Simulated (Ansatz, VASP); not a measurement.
# One calculation of NaHF2, two programs

INCAR

```
SYSTEM = NaHF2
  PREC = Accurate
  ENCUT = 520
  EDIFF = 1E-6
  ISMEAR = -1
  SIGMA = 0.02
  LREAL = .FALSE.
  LASPH = .TRUE.
  NELM = 100
  ALGO = Normal
  ISIF = 2
  LWAVE = .FALSE.
  LCHARG = .FALSE.
  NBANDS = 19
```

KPOINTS

```
regular mesh
0
G
  10 10 10
  0 0 0
```

File POSCAR:

```
NaHF2
1.0
    1.7284452171      0.9979183114      4.7316481128
   -1.7284452171      0.9979183114      4.7316481128
    0.0000000000     -1.9958366228      4.7316481128
Na H F
1 1 2
Direct
    0.0000000000      0.0000000000      0.0000000000
    0.5000000000      0.5000000000      0.5000000000
    0.4100000000      0.4100000000      0.4100000000
    0.5900000000      0.5900000000      0.5900000000
```

Input for Ansatz:

```yaml
crystal:
  lattice:
    - [1.7284452171, 0.9979183114, 4.7316481128]
    - [-1.7284452171, 0.9979183114, 4.7316481128]
    - [0.0, -1.9958366228, 4.7316481128]
  atoms:
    - { symbol: Na, position: [0.0, 0.0, 0.0] }
    - { symbol: H, position: [0.5, 0.5, 0.5] }
    - { symbol: F, position: [0.41, 0.41, 0.41] }
    - { symbol: F, position: [0.59, 0.59, 0.59] }
kpoints:
  mp_grid: { grid: [10, 10, 10] }
  band_path:
    path:
      - [0.0, 0.0, 0.0]
      - [0.5, 0.5, 0.5]
      - [0.8036799777, 0.1963200223, 0.5]
      - [0.5, -0.1963200223, 0.1963200223]
      - [0.5, 0.0, 0.0]
      - [0.0, 0.0, 0.0]
      - [0.3481600112, -0.3481600112, 0.0]
      - [0.6518399888, 0.0, 0.3481600112]
      - [0.5, 0.0, 0.5]
    npoints: 5
scf:
  occupations: { method: fermi_dirac, width: 0.02 }
hamiltonian:
  xc: lda
  pseudopotentials: { kind: all_electron, lapw: { basis_error: 0.001 } }
output:
  forces: true
  stress: true
  eigenvalues: true
```

Change from the starting cell: zz strain of +2 %.

Alike in both runs: task single point; functional LDA; k mesh 10 × 10 × 10; occupations fermi-dirac, width 0.02 eV; no spin polarisation.

```csv
,VASP,Ansatz
version,VASP 6.6.1,Ansatz 0.2.0
potentials or method,"VASP PAW LDA potentials, release 64 (Na_pv, H, F), cutoff 520 eV","all-electron LAPW, scalar-relativistic"
```

```tsv
	VASP	Ansatz	Ansatz less VASP
gap on the k mesh at the Fermi level (eV)	6.19	6.22	+0.024
pressure (GPa)	-8.2	-8.1	+0.07
traceless stress, the component that is largest in VASP (GPa)	-12.59	-12.91	-0.325
rms of the force components (eV/Å)	0.956	0.972	+0.0164
```

LDA's correlation is that of Perdew and Zunger in VASP and of Perdew and Wang (1992) in Ansatz. Atom by atom the forces differ by 0.016 eV/Å (rms over components). Ansatz ran all-electron here, and VASP with PAW potentials.
